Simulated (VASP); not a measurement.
A run of VASP 6.6.1:

The input INCAR:

```
SYSTEM = TiO2
  PREC = Accurate
  ENCUT = 520
  EDIFF = 1E-6
  ISMEAR = 0
  SIGMA = 0.02
  LREAL = Auto
  LASPH = .True.
  NELM = 80
  ALGO = Normal
  ISIF = 2
  LWAVE = .False.
  LCHARG = .True.
  GGA = PE
  LELF = .True.
  LVHAR = .True.
  NBANDS = 141
```

File KPOINTS:

```
Automatic mesh
0
Gamma
  2 2 2
  0.5 0.5 0.5
```

POSCAR

```
TiO2
1.0
   -1.8995999942     -5.6987999826      4.8488731938
   -5.6987999826      1.8995999942     -4.8488731938
    5.6987999826     -1.8995999942     -4.8488731938
Ti O
10 20
Direct
    0.3992055936      0.8000813087      0.5995682738
   -0.0008018324      0.0000817932     -0.0004407582
    0.1992184709      0.4000763643      0.7995641228
    0.7992138253      0.6000992295      0.1995731438
    0.5992039949      0.2000902694      0.3995679431
    0.4991810321      0.2500247110      0.7495943845
    0.0991832302      0.4500361050      0.1495917976
    0.2991731970      0.8500237336      0.9495943620
    0.8991754744      0.0500448643      0.3495913753
    0.6991860012      0.6500360313      0.5495930506
    0.4992157260      0.0436075954      0.5431280098
    0.0991601722      0.2435886303      0.9430964128
    0.2992461225      0.6436144599      0.7431592968
    0.8991788329      0.8435998377      0.1431163231
    0.6991985767      0.4436193207      0.3431301084
    0.3992050073      0.5936202635      0.3931213943
    0.9991878064      0.7935891533      0.7931284403
    0.1992066587      0.1936263940      0.5931268512
    0.7991936276      0.3936071195      0.9931291570
    0.5992151359      0.9936302871      0.1930989651
    0.4991841463      0.4564873345      0.9560574130
    0.0991882236      0.6565105660      0.3560488948
    0.2991971219      0.0565087298      0.1560420013
    0.8992015053      0.2565394705      0.5560292377
    0.6992015421      0.8565320717      0.7560468132
    0.3991234650      0.0064906520      0.8059866089
    0.9992388319      0.2065300675      0.2060586125
    0.1992000975      0.6065230295      0.0060486264
    0.7992159659      0.8065429717      0.4060571427
    0.5991832520      0.4065176995      0.6060355380
```

Potentials or basis: VASP PAW PBE potentials, release 64 (Ti_sv, O).

The run is started by

```sh
$ cat potpaw_PBE.64/Ti_sv/POTCAR potpaw_PBE.64/O/POTCAR > POTCAR
$ mpirun -np 1 vasp_std > vasp.out
```

Hardware: 1 thread of AMD EPYC 7R13 Processor (Zen 3), on a shared host.

Estimate the wall time of this run.

Wall time 8 min on 1 thread of AMD EPYC 7R13 Processor (Zen 3), with other jobs on the host, peak memory 0.51 GiB. Counts: scf iterations 19, k points 4.
